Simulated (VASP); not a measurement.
# SrCl2 (R-3m) in VASP: notebook

SrCl2 is run at these levels: PBE, r2SCAN; tasks: single point.

All numbers are computed with VASP 6.6.1; they aren't measurements. Logs are shortened: lines on timing, memory, paths and dates and some standing lists are left out, and cuts for length are marked.

**1. The cell of the first run**

The structure is trigonal, space group R-3m (No. 166). Conventional cell: a = 4.947 Å, b = 4.947 Å, c = 11.952 Å, α = 90.00°, β = 90.00°, γ = 120.00°. Sr (site symmetry -3m) has 8 Cl at 3.00 to 3.02 Å within 3.9 Å. Cl (site symmetry 3m) has 4 Sr at 3.00 to 3.02 Å and 6 Cl at 3.47 to 3.49 Å within 3.9 Å.

**2. Single point, PBE (strain along [111] -1.4%)**

Contents of INCAR:

```
  PREC = Accurate
  ENCUT = 520
  EDIFF = 1E-7
  ISMEAR = -1
  SIGMA = 0.02
  LREAL = F
  LASPH = T
  NELM = 80
  ALGO = Normal
  ISIF = 2
  LWAVE = F
  LCHARG = F
  GGA = PE
  NBANDS = 19
```

Contents of KPOINTS:

```
Automatic mesh
0
Gamma
  6 6 6
```

Contents of POSCAR:

```
SrCl2
1.0
   -0.0317126440      3.4660054413      3.4660054413
    3.4660054413     -0.0317126440      3.4660054413
    3.4660054413      3.4660054413     -0.0317126440
Sr Cl
1 2
Direct
    0.0000000000      0.0000000000      0.0000000000
    0.2509350007      0.2509350007      0.2509350007
    0.7490649993      0.7490649993      0.7490649993
```

Potentials or basis: VASP PAW PBE potentials, release 64 (Sr_sv, Cl).

Run with:

```console
> cat potpaw_PBE.64/Sr_sv/POTCAR potpaw_PBE.64/Cl/POTCAR > POTCAR
> mpirun -np 1 vasp_std > vasp.out
```

OUTCAR:

```text
PREC = Accurate
   ENCUT = 520
   EDIFF = 1E-7
   ISMEAR = -1
   LREAL = F
   LASPH = T
   NELM = 80
   ISIF = 2
   GGA = PE

 ion  position               nearest neighbor table
   1  0.000  0.000  0.000-   2 3.00   3 3.00   3 3.02   3 3.02   3 3.02   2 3.02   2 3.02   2 3.02

   2  0.251  0.251  0.251-   1 3.00   1 3.02   1 3.02   1 3.02
   3  0.749  0.749  0.749-   1 3.00   1 3.02   1 3.02   1 3.02

  LATTYP: Found a trigonal (rhomboedric) cell.
 ALAT       =     4.9017744879
 COS(alpha) =     0.4908298317

  Lattice vectors:

 A1 = (  -0.0317126440,   3.4660054413,   3.4660054413)
 A2 = (   3.4660054413,  -0.0317126440,   3.4660054413)
 A3 = (   3.4660054413,   3.4660054413,  -0.0317126440)

Analysis of symmetry for initial positions (statically):
=====================================================================
 Subroutine PRICEL returns:
 Original cell was already a primitive cell.

 Routine SETGRP: Setting up the symmetry group for a
 trigonal (rhombohedral) supercell.

 Subroutine GETGRP returns: Found 12 space group operations
 (whereof 12 operations were pure point group operations)
 out of a pool of 12 trial point group operations.

The static configuration has the point symmetry D_3d.

Analysis of symmetry for dynamics (positions and initial velocities):
=====================================================================
 Subroutine PRICEL returns:
 Original cell was already a primitive cell.

 Routine SETGRP: Setting up the symmetry group for a
 trigonal (rhombohedral) supercell.

 Subroutine GETGRP returns: Found 12 space group operations
 (whereof 12 operations were pure point group operations)
 out of a pool of 12 trial point group operations.

The dynamic configuration has the point symmetry D_3d.

 Subroutine INISYM returns: Found 12 space group operations
 (whereof 12 operations are pure point group operations),
 and found     1 'primitive' translations

----------------------------------------------------------------------------------------

                                     Primitive cell

  volume of cell :      84.4185

  direct lattice vectors                    reciprocal lattice vectors
    -0.031712644  3.466005441  3.466005441    -0.142293367  0.143607319  0.143607319
     3.466005441 -0.031712644  3.466005441     0.143607319 -0.142293367  0.143607319
     3.466005441  3.466005441 -0.031712644     0.143607319  0.143607319 -0.142293367

  length of vectors
     4.901774488  4.901774488  4.901774488     0.247978883  0.247978883  0.247978883

  position of ions in fractional coordinates (direct lattice)
     0.000000000  0.000000000  0.000000000
     0.250935001  0.250935001  0.250935001
     0.749064999  0.749064999  0.749064999

  ion indices of the primitive-cell ions
   primitive index   ion index
                 1           1
                 2           2
                 3           3

----------------------------------------------------------------------------------------

 KPOINTS: Automatic mesh

Automatic generation of k-mesh.
 Grid dimensions read from file:
 generate k-points for:    6    6    6

 Generating k-lattice:

  Cartesian coordinates                     Fractional coordinates (reciprocal lattice)
    -0.023715561  0.023934553  0.023934553     0.166666667  0.000000000  0.000000000
     0.023934553 -0.023715561  0.023934553     0.000000000  0.166666667  0.000000000
     0.023934553  0.023934553 -0.023715561     0.000000000  0.000000000  0.166666667

  Length of vectors
     0.041329814  0.041329814  0.041329814

  Shift w.r.t. Gamma in fractional coordinates (k-lattice)
     0.000000000  0.000000000  0.000000000

 Subroutine IBZKPT returns following result:
 ===========================================

 Found     32 irreducible k-points:

 Following reciprocal coordinates:
            Coordinates               Weight
  0.000000  0.000000  0.000000      1.000000
  0.166667  0.000000 -0.000000      6.000000
  0.333333 -0.000000 -0.000000      6.000000
  0.500000  0.000000  0.000000      3.000000
  0.166667  0.166667 -0.000000      6.000000
  0.333333  0.166667 -0.000000     12.000000
[... 16 lines left out ...]
  0.500000  0.500000  0.166667      6.000000
 -0.333333  0.500000  0.166667     12.000000
 [... further k-points ...]
   k-points           NKPTS =     32   k-points in BZ     NKDIM =     32   number of bands    NBANDS=     19
   number of dos      NEDOS =    301   number of ions     NIONS =      3
   total plane-waves  NPLWV =  46656
   dimension x,y,z NGX =    36 NGY =   36 NGZ =   36
   dimension x,y,z NGXF=    72 NGYF=   72 NGZF=   72
   ions per type =               1   2
   NGX,Y,Z   is equivalent  to a cutoff of  12.21, 12.21, 12.21 a.u.
   NGXF,Y,Z  is equivalent  to a cutoff of  24.42, 24.42, 24.42 a.u.
 SYSTEM =  unknown system
   PREC   = accura    normal or accurate (medium, high low for compatibility)
   ISTART =      0    job   : 0-new  1-cont  2-samecut
   ICHARG =      2    charge: 1-file 2-atom 10-const
   ISPIN  =      1    spin polarized calculation?
   LNONCOLLINEAR =      F non collinear calculations
   LSORBIT =      F    spin-orbit coupling
   LASPH  =      T    aspherical Exc in radial PAW
   ENCUT  =  520.0 eV  38.22 Ry    6.18 a.u.   9.11  9.11  9.11*2*pi/ulx,y,z
   NELM   =     80;   NELMIN=  2; NELMDL= -5     # of ELM steps
   EDIFF  = 0.1E-06   stopping-criterion for ELM
   LREAL  =      F    real-space projection
   EDIFFG = 0.1E-05   stopping-criterion for IOM
   NSW    =      0    number of steps for IOM
   IBRION =     -1    ionic relax: 0-MD 1-quasi-New 2-CG
   NFREE  =      0    steps in history (QN), initial steepest desc. (CG)
   ISIF   =      2    stress and relaxation
   ISYM   =      2    0-nonsym 1-usesym 2-fastsym
   POTIM  = 0.5000    time-step for ionic-motion
   TEBEG  =    0.0;   TEEND  =   0.0 temperature during run
   PSTRESS=    0.0 pullay stress
   NELECT =      24.0000    total number of electrons
   NUPDOWN=      -1.0000    fix difference up-down
   EMIN   =  10.00;   EMAX   =-10.00  energy-range for DOS
   EFERMI =   0.00;   METHOD = LEGACY
   ISMEAR =    -1;   SIGMA  =   0.02  broadening in eV -4-tet -1-fermi 0-gaus
   EFERMI_NEDOS =   21; number of points for ismear=-14 and -15
   IALGO  =     38    algorithm
   IMIX   =      4    mixing-type and parameters
[... 19 lines left out ...]

 Free energy of the ion-electron system (eV)
  ---------------------------------------------------
  ext. energy  EPLUGINS =         0.00000000
  ---------------------------------------------------
  free energy    TOTEN  =       -12.77802092 eV

  energy without entropy =      -12.77802092  energy(sigma->0) =      -12.77802092

 E-fermi :   0.7048     XC(G=0):  -8.3074

 val. band max:        0.1896322336   @ k =   0.5000   0.5000   0.0000
 cond. band min:       5.5494792015   @ k =   0.0000   0.0000   0.0000
 fundamental gap:      5.3598469679
 Fermi energy:         0.7047564767

 k-point     1 :       0.0000    0.0000    0.0000
  band No.  band energies     occupation
      1     -32.6787      2.00000
      2     -14.6732      2.00000
      3     -14.6732      2.00000
      4     -14.6725      2.00000
      5     -13.1330      2.00000
      6     -12.2711      2.00000
[... 11 lines left out ...]
     18       9.3387      0.00000
     19       9.5353      0.00000

 k-point     2 :       0.1667    0.0000   -0.0000
  band No.  band energies     occupation
      1     -32.6779      2.00000
      2     -14.7641      2.00000
      3     -14.6765      2.00000
      4     -14.6761      2.00000
      5     -12.9798      2.00000
      6     -12.3277      2.00000
[... 11 lines left out ...]
     18       8.9762      0.00000
     19      10.0343      0.00000

 k-point     3 :       0.3333   -0.0000   -0.0000
  band No.  band energies     occupation
      1     -32.6762      2.00000
      2     -14.9072      2.00000
      3     -14.6832      2.00000
      4     -14.6831      2.00000
      5     -12.7607      2.00000
      6     -12.3827      2.00000
[... 11 lines left out ...]
     18       8.8057      0.00000
     19       9.3140      0.00000

 k-point     4 :       0.5000    0.0000    0.0000
  band No.  band energies     occupation
      1     -32.6754      2.00000
      2     -14.9661      2.00000
      3     -14.6866      2.00000
      4     -14.6866      2.00000
      5     -12.7261      2.00000
      6     -12.3431      2.00000
[... 11 lines left out ...]
     18       8.8537      0.00000
     19       8.9966      0.00000

 k-point     5 :       0.1667    0.1667   -0.0000
  band No.  band energies     occupation
      1     -32.6776      2.00000
      2     -14.7863      2.00000
      3     -14.6817      2.00000
      4     -14.6810      2.00000
      5     -12.9220      2.00000
      6     -12.3523      2.00000
[... 11 lines left out ...]
     18       8.9869      0.00000
     19       9.1740      0.00000

 k-point     6 :       0.3333    0.1667   -0.0000
  band No.  band energies     occupation
      1     -32.6762      2.00000
      2     -14.8908      2.00000
      3     -14.7038      2.00000
      4     -14.6886      2.00000
      5     -12.7043      2.00000
      6     -12.4273      2.00000
[... 11 lines left out ...]
     18       8.7341      0.00000
     19       9.6487      0.00000

 k-point     7 :       0.5000    0.1667   -0.0000
  band No.  band energies     occupation
      1     -32.6751      2.00000
      2     -14.9424      2.00000
      3     -14.7437      2.00000
      4     -14.6914      2.00000
      5     -12.6351      2.00000
      6     -12.3881      2.00000
[... 11 lines left out ...]
     18       9.0297      0.00000
     19       9.3533      0.00000

 k-point     8 :      -0.3333    0.1667   -0.0000
  band No.  band energies     occupation
      1     -32.6754      2.00000
      2     -14.9154      2.00000
      3     -14.7535      2.00000
      4     -14.6866      2.00000
      5     -12.6431      2.00000
      6     -12.4061      2.00000
[... 256 lines left out ...]
 k-point    20 :       0.5000    0.3333    0.1667
  band No.  band energies     occupation
      1     -32.6750      2.00000
      2     -14.9275      2.00000
      3     -14.7646      2.00000
      4     -14.6953      2.00000
      5     -12.5319      2.00000
      6     -12.4799      2.00000
[... 11 lines left out ...]
     18       8.9703      0.00000
     19      10.0094      0.00000

 k-point    21 :      -0.3333    0.3333    0.1667
  band No.  band energies     occupation
      1     -32.6745      2.00000
      2     -14.9001      2.00000
      3     -14.8374      2.00000
      4     -14.6997      2.00000
      5     -12.5149      2.00000
      6     -12.4352      2.00000
[... 11 lines left out ...]
     18       9.3767      0.00000
     19      10.1338      0.00000

 k-point    22 :      -0.1667    0.3333    0.1667
  band No.  band energies     occupation
      1     -32.6751      2.00000
      2     -14.9212      2.00000
      3     -14.7691      2.00000
      4     -14.6951      2.00000
      5     -12.5386      2.00000
      6     -12.4737      2.00000
[... 11 lines left out ...]
     18       8.9182      0.00000
     19      10.0291      0.00000

 k-point    23 :       0.5000    0.5000    0.1667
  band No.  band energies     occupation
      1     -32.6745      2.00000
      2     -14.9818      2.00000
      3     -14.7461      2.00000
      4     -14.7026      2.00000
      5     -12.5438      2.00000
      6     -12.4125      2.00000
[... 11 lines left out ...]
     18       9.2038      0.00000
     19      10.0374      0.00000

 k-point    24 :      -0.3333    0.5000    0.1667
  band No.  band energies     occupation
      1     -32.6742      2.00000
      2     -14.9566      2.00000
      3     -14.7953      2.00000
      4     -14.7069      2.00000
      5     -12.5163      2.00000
      6     -12.4045      2.00000
[... 11 lines left out ...]
     18       9.7824      0.00000
     19      10.2232      0.00000

 [... further k-points ...]

------------------------ aborting loop because EDIFF is reached ----------------------------------------

  FORCE on cell =-STRESS in cart. coord.  units (eV):
  Direction    XX          YY          ZZ          XY          YZ          ZX
  --------------------------------------------------------------------------------------
  -------------------------------------------------------------------------------------
  Total        0.6838065      0.6838065      0.6838065      0.0422464      0.0422464      0.0422464
  in kB       12.9779581     12.9779581     12.9779581      0.8017938      0.8017938      0.8017938
  external PRESSURE =      12.9779581 kB  Pullay stress =       0.0000000 kB

 VOLUME and BASIS-vectors are now :
 -----------------------------------------------------------------------------
  energy-cutoff  :      520.00
  volume of cell :       84.42
      direct lattice vectors                 reciprocal lattice vectors
    -0.031712644  3.466005441  3.466005441    -0.142293367  0.143607319  0.143607319
     3.466005441 -0.031712644  3.466005441     0.143607319 -0.142293367  0.143607319
     3.466005441  3.466005441 -0.031712644     0.143607319  0.143607319 -0.142293367

 POSITION                                       TOTAL-FORCE (eV/Angst)
 -----------------------------------------------------------------------------------
      0.00000      0.00000      0.00000         0.000000      0.000000     -0.000000
      1.73153      1.73153      1.73153        -0.003015     -0.003015     -0.003015
      5.16877      5.16877      5.16877         0.003015      0.003015      0.003015
 -----------------------------------------------------------------------------------
    total drift:                               -0.000000     -0.000000     -0.000000

  FREE ENERGIE OF THE ION-ELECTRON SYSTEM (eV)
  ---------------------------------------------------
  free  energy   TOTEN  =       -12.7780209185 eV

  energy  without entropy=      -12.7780209185  energy(sigma->0) =      -12.77802092
```

It took 69 s on 1 thread of Intel Xeon 8259CL, shared host; peak memory 0.23 GiB.

Results:

* Free energy: -12.7780 eV
* Pressure: 1.3 GPa
* Largest force: 0.005 eV/Å
* Band gap on the k mesh: 5.36 eV (least direct gap 5.50 eV)

Forces on the atoms (eV/Å):
```
Sr   0.000  0.000  0.000
Cl  -0.003 -0.003 -0.003
Cl   0.003  0.003  0.003
```

Stress tensor (GPa, compression positive):
```
1.30 0.08 0.08
0.08 1.30 0.08
0.08 0.08 1.30
```

Caveat: the cell differs from its parent crystal (strain along [111] -1.4%); the structure was generated, so it needn't be the stable form of SrCl2. A k mesh can miss the band edges.

**3. Single point, PBE (epitaxial 111 strain +1.8%)**

Contents of INCAR:

```
SYSTEM = SrCl2
  PREC = Accurate
  ENCUT = 520
  EDIFF = 1E-6
  ISMEAR = -1
  SIGMA = 0.02
  LREAL = .FALSE.
  LASPH = .TRUE.
  NELM = 60
  ALGO = Normal
  ISIF = 2
  LWAVE = .FALSE.
  LCHARG = .FALSE.
  GGA = PE
  NBANDS = 19
```

Contents of KPOINTS:

```
Automatic mesh
0
G
  6 6 6
  0 0 0
```

Contents of POSCAR:

```
SrCl2
1.0
   -0.0933239162      3.4677028664      3.4677028664
    3.4677028664     -0.0933239162      3.4677028664
    3.4677028664      3.4677028664     -0.0933239162
Sr Cl
1 2
Direct
    0.0000000000      0.0000000000      0.0000000000
    0.2525357488      0.2525357488      0.2525357488
    0.7474642512      0.7474642512      0.7474642512
```

Potentials or basis: VASP PAW PBE potentials, release 64 (Sr_sv, Cl).

Run with:

```console
> cat potpaw_PBE.64/Sr_sv/POTCAR potpaw_PBE.64/Cl/POTCAR > POTCAR
> mpirun -np 1 vasp_std > vasp.out
```

Wall time 72 s (1 thread of Intel Xeon 8259CL, shared host); peak memory 0.23 GiB.

Results (log left out):

```yaml
Free_energy: -12.7855 eV
Pressure: 0.3 GPa
Largest_force: 0.006 eV/Å
Band_gap_on_the_k_mesh: 5.25 eV (least direct gap 5.52 eV)
```

Forces on the atoms (eV/Å):
```
Sr   0.000  0.000  0.000
Cl  -0.004 -0.004 -0.004
Cl   0.004  0.004  0.004
```

Stress tensor (GPa, compression positive):
```
0.29 0.23 0.23
0.23 0.29 0.23
0.23 0.23 0.29
```

Levels at points of the mesh, in eV from the valence-band top:
| k point | band 10 | band 11 | band 12 | band 13 | band 14 | band 15 |
| --- | --- | --- | --- | --- | --- | --- |
| (0.00, 0.00, 0.00) | -0.37 | -0.31 | -0.31 | 5.25 | 6.11 | 6.11 |
| (0.50, 0.00, 0.00) | -1.28 | -1.08 | -0.96 | 6.57 | 6.79 | 7.38 |
| (0.50, 0.50, 0.00) | -0.43 | -0.34 | 0.00 | 5.52 | 6.96 | 7.55 |
| (0.50, 0.50, 0.50) | -1.29 | -0.99 | -0.99 | 6.76 | 6.76 | 7.55 |

Caveat: the cell differs from its parent crystal (epitaxial 111 strain +1.8%); the structure was generated, so it needn't be the stable form of SrCl2. A k mesh can miss the band edges.

**4. Single point, r2SCAN (strain along [111] -1.4%)**

Contents of POSCAR:

```
SrCl2
1.0
   -0.0317126440      3.4660054413      3.4660054413
    3.4660054413     -0.0317126440      3.4660054413
    3.4660054413      3.4660054413     -0.0317126440
Sr Cl
1 2
Direct
    0.0000000000      0.0000000000      0.0000000000
    0.2509350007      0.2509350007      0.2509350007
    0.7490649993      0.7490649993      0.7490649993
```

Contents of INCAR.step1:

```
PREC = Accurate
ENCUT = 520
ISMEAR = 0
SIGMA = 0.01
LREAL = F
LASPH = T
NELM = 60
NBANDS = 19
GGA = PE
ALGO = Normal
EDIFF = 1E-4
LWAVE = T
LCHARG = F
```

Contents of INCAR.step2:

```
PREC = Accurate
ENCUT = 520
EDIFF = 1E-7
ISMEAR = 0
SIGMA = 0.01
LREAL = F
LASPH = T
NELM = 60
ALGO = Normal
ISIF = 2
LWAVE = F
LCHARG = T
METAGGA = R2SCAN
LMIXTAU = T
LELF = T
LVHAR = T
NBANDS = 19
ISTART = 1
```

Contents of KPOINTS:

```
regular mesh
0
Gamma
  6 6 6
```

Run with:

```console
> cat potpaw_PBE.64/Sr_sv/POTCAR potpaw_PBE.64/Cl/POTCAR > POTCAR
> cp INCAR.step1 INCAR
> mpirun -np 1 vasp_std > vasp.out
> cp INCAR.step2 INCAR
> mpirun -np 1 vasp_std > vasp.out
```

Wall time 4.2 min (1 thread of Intel Xeon 8259CL, shared host); peak memory 0.24 GiB.

It converged, with:

```
Free energy            : -35.6936 eV
Pressure               : 0.6 GPa
Largest force          : 0.006 eV/Å
Band gap on the k mesh : 5.99 eV
```

Forces on the atoms (eV/Å):
```
Sr   0.000  0.000  0.000
Cl  -0.003 -0.003 -0.003
Cl   0.003  0.003  0.003
```

Stress tensor (GPa, compression positive):
```
0.56 0.09 0.09
0.09 0.56 0.09
0.09 0.09 0.56
```

Levels at points of the mesh, in eV from the valence-band top:
| k point | band 8 | band 9 | band 10 | band 11 | band 12 | band 13 | band 14 | band 15 | band 16 | band 17 |
| --- | --- | --- | --- | --- | --- | --- | --- | --- | --- | --- |
| (0.00, 0.00, 0.00) | -2.18 | -2.15 | -0.36 | -0.34 | -0.34 | 5.99 | 6.69 | 6.69 | 9.58 | 9.58 |
| (0.50, 0.00, 0.00) | -1.57 | -1.49 | -1.36 | -1.10 | -1.05 | 7.25 | 7.33 | 8.23 | 8.25 | 9.33 |
| (0.50, 0.50, 0.00) | -1.95 | -1.92 | -0.42 | -0.39 | 0.00 | 5.99 | 7.80 | 8.23 | 8.71 | 8.74 |
| (0.50, 0.50, 0.50) | -1.61 | -1.49 | -1.36 | -1.06 | -1.06 | 7.32 | 7.32 | 8.27 | 8.33 | 9.39 |

Caveat: the cell differs from its parent crystal (strain along [111] -1.4%); the structure was generated, so it needn't be the stable form of SrCl2; the PAW data sets were made with another functional, which shifts forces and pressure a little.

**5. Summary**

| level | cell | smearing | gap on the mesh (eV) | pressure (GPa) | largest force (eV/Å) |
| --- | --- | --- | --- | --- | --- |
| PBE | a = 4.902 Å, angles 60.6°, 3 atoms, strain along [111] -1.4% | fermi-dirac 0.02 eV | 5.36 | 1.3 | 0.01 |
| PBE | a = 4.905 Å, angles 61.8°, 3 atoms, epitaxial 111 strain +1.8% | fermi-dirac 0.02 eV | 5.25 | 0.3 | 0.01 |
| r2SCAN | a = 4.902 Å, angles 60.6°, 3 atoms, strain along [111] -1.4% | gaussian 0.01 eV | 5.99 | 0.6 | 0.01 |

Alike in all rows: task single point; potentials or basis VASP PAW PBE potentials, release 64 (Sr_sv, Cl); no spin polarisation; k mesh 6 × 6 × 6; cutoff (eV) 520.

Caveats: the structure was generated, so it needn't be the stable form of SrCl2; the PAW data sets were made with another functional, which shifts forces and pressure a little (at least some runs).

Absolute energies hang on the potentials; compare differences alone.
